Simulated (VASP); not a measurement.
# CdO (rock salt type) (Fm-3m) in VASP: further runs, part 2 of 2

VASP 6.6.1. Earlier steps stand in the parts before.

## (3) Single point, PBE

File INCAR:

```
SYSTEM = CdO
  PREC = Accurate
  ENCUT = 600
  EDIFF = 1E-6
  ISMEAR = -1
  SIGMA = 0.1
  LREAL = .FALSE.
  LASPH = .TRUE.
  NELM = 120
  ALGO = Normal
  ISIF = 2
  LWAVE = .FALSE.
  LCHARG = .TRUE.
  GGA = PE
  LELF = .TRUE.
  LVHAR = .TRUE.
  NBANDS = 16
  GGA_COMPAT = .FALSE.
```

File KPOINTS:

```
regular mesh
0
G
  8 8 8
  0 0 0
```

File POSCAR:

```
CdO
1.0
    0.0000000000      2.3900000000      2.3900000000
    2.3900000000      0.0000000000      2.3900000000
    2.3900000000      2.3900000000      0.0000000000
Cd O
1 1
Direct
    0.0000000000      0.0000000000      0.0000000000
    0.5000000000      0.5000000000      0.5000000000
```

Potentials or basis: VASP PAW PBE potentials, release 64 (Cd, O).

Launch:

```sh
$ cat potpaw_PBE.64/Cd/POTCAR potpaw_PBE.64/O/POTCAR > POTCAR
$ mpirun -np 1 vasp_std > vasp.out
```

OUTCAR:

```text
SYSTEM = CdO
   PREC = Accurate
   ENCUT = 600
   EDIFF = 1E-6
   ISMEAR = -1
   LREAL = .FALSE.
   LASPH = .TRUE.
   NELM = 120
   ISIF = 2
   GGA = PE

 ion  position               nearest neighbor table
   1  0.000  0.000  0.000-   2 2.39   2 2.39   2 2.39   2 2.39   2 2.39   2 2.39
   2  0.500  0.500  0.500-   1 2.39   1 2.39   1 2.39   1 2.39   1 2.39   1 2.39

  LATTYP: Found a face centered cubic cell.
 ALAT       =     4.7800000000

  Lattice vectors:

 A1 = (   0.0000000000,   2.3900000000,   2.3900000000)
 A2 = (   2.3900000000,   0.0000000000,   2.3900000000)
 A3 = (   2.3900000000,   2.3900000000,   0.0000000000)

Analysis of symmetry for initial positions (statically):
=====================================================================
 Subroutine PRICEL returns:
 Original cell was already a primitive cell.

 Routine SETGRP: Setting up the symmetry group for a
 face centered cubic supercell.

 Subroutine GETGRP returns: Found 48 space group operations
 (whereof 48 operations were pure point group operations)
 out of a pool of 48 trial point group operations.

The static configuration has the point symmetry O_h .

Analysis of symmetry for dynamics (positions and initial velocities):
=====================================================================
 Subroutine PRICEL returns:
 Original cell was already a primitive cell.

 Routine SETGRP: Setting up the symmetry group for a
 face centered cubic supercell.

 Subroutine GETGRP returns: Found 48 space group operations
 (whereof 48 operations were pure point group operations)
 out of a pool of 48 trial point group operations.

The dynamic configuration has the point symmetry O_h .

 Subroutine INISYM returns: Found 48 space group operations
 (whereof 48 operations are pure point group operations),
 and found     1 'primitive' translations

[... 102 lines left out ...]
   POTIM  = 0.5000    time-step for ionic-motion
   TEBEG  =    0.0;   TEEND  =   0.0 temperature during run
   PSTRESS=    0.0 pullay stress
   NELECT =      18.0000    total number of electrons
   NUPDOWN=      -1.0000    fix difference up-down
   EMIN   =  10.00;   EMAX   =-10.00  energy-range for DOS
   EFERMI =   0.00;   METHOD = LEGACY
   ISMEAR =    -1;   SIGMA  =   0.10  broadening in eV -4-tet -1-fermi 0-gaus
   EFERMI_NEDOS =   21; number of points for ismear=-14 and -15
   IALGO  =     38    algorithm
   IMIX   =      4    mixing-type and parameters
     AMIX     =   0.40;   BMIX     =  1.00
     AMIX_MAG =   1.60;   BMIX_MAG =  1.00
  volume/ion in A,a.u.               =      13.65        92.13
  Fermi-wavevector in a.u.,A,eV,Ry     =   1.424813  2.692506 27.621067  2.030091
  Thomas-Fermi vector in A             =   2.545264
   LORBIT       =      0    0 simple, 1 ext, 2 COOP (PROOUT), +10 PAW based schemes
   GGA     = PE    functional components
   LHFCALC =     F    Hartree Fock is set to
   AEXX    =    0.0000 exact exchange contribution
   IVDW    =     0    specifies the selected vdW correction
   LEPSILON=     F    determine dielectric tensor
   LRPA    =     F    only Hartree local field effects (RPA)
 non-spin polarized calculation
  energy-cutoff  :      600.00
  volume of cell :       27.30
 maximum number of plane-waves:       941
   NGX = 13   NGY = 13   NGZ = 13

 number of electron      17.9999994 magnetization

 Free energy of the ion-electron system (eV)
  ---------------------------------------------------
  ext. energy  EPLUGINS =         0.00000000
  ---------------------------------------------------
  free energy    TOTEN  =        -7.73295225 eV

  energy without entropy =       -7.73059126  energy(sigma->0) =       -7.73177176

 E-fermi :   1.9240     XC(G=0): -11.4123

 val. band max:        1.5656898899   @ k =   0.5000   0.0000   0.0000
 cond. band min:       2.4384882272   @ k =   0.1250   0.0000   0.0000
 fundamental gap:      0.8727983374
 Fermi energy:         1.9240213885

 k-point     1 :       0.0000    0.0000    0.0000
  band No.  band energies     occupation
      1     -15.4378      2.00000
      2      -5.0555      2.00000
      3      -5.0555      2.00000
      4      -5.0555      2.00000
      5      -4.7817      2.00000
      6      -4.7817      2.00000
[... 433 lines left out ...]
      3      -5.2879      2.00000
      4      -5.2864      2.00000
      5      -4.5661      2.00000
      6      -4.5606      2.00000
[... 8 lines left out ...]
     15      20.5804      0.00000
     16      24.0291      0.00000

 [... further k-points ...]
[... 5 lines left out ...]
  --------------------------------------------------------------------------------------
  -------------------------------------------------------------------------------------
  Total        0.0015916      0.0015916      0.0015916      0.0000000      0.0000000      0.0000000
  in kB        0.0933931      0.0933931      0.0933931      0.0000000      0.0000000      0.0000000
  external PRESSURE =       0.0933931 kB  Pullay stress =       0.0000000 kB

 VOLUME and BASIS-vectors are now :
 -----------------------------------------------------------------------------
  energy-cutoff  :      600.00
  volume of cell :       27.30
      direct lattice vectors                 reciprocal lattice vectors
     0.000000000  2.390000000  2.390000000    -0.209205021  0.209205021  0.209205021
     2.390000000  0.000000000  2.390000000     0.209205021 -0.209205021  0.209205021
     2.390000000  2.390000000  0.000000000     0.209205021  0.209205021 -0.209205021

 POSITION                                       TOTAL-FORCE (eV/Angst)
 -----------------------------------------------------------------------------------
      0.00000      0.00000      0.00000         0.000000      0.000000      0.000000
      2.39000      2.39000      2.39000         0.000000      0.000000     -0.000000
 -----------------------------------------------------------------------------------
    total drift:                                0.000000      0.000000      0.000000

  FREE ENERGIE OF THE ION-ELECTRON SYSTEM (eV)
  ---------------------------------------------------
  free  energy   TOTEN  =        -7.7329522543 eV

  energy  without entropy=       -7.7305912560  energy(sigma->0) =       -7.73177176
```

stdout:

```text
POSCAR found type information on POSCAR CdO
 POSCAR found :  2 types and       2 ions
 scaLAPACK will be used
 LDA part: xc-table for (Slater+PW92), standard interpolation
 POSCAR, INCAR and KPOINTS ok, starting setup
 FFT: planning ... GRIDC
 FFT: planning ... GRID_SOFT
 FFT: planning ... GRID
 WAVECAR not read
 entering main loop
```

It took 14 s on 1 thread of Intel Xeon Platinum 8375C at 2.90GHz (Ice Lake), shared host; peak memory 0.16 GiB.

What came out:

```yaml
Free_energy: -7.7330 eV
Pressure: 0.0 GPa
Band_gap_on_the_k_mesh: zero (band 9 reaches 1.57 eV, above the bottom of band 10 at 1.04 eV)
```
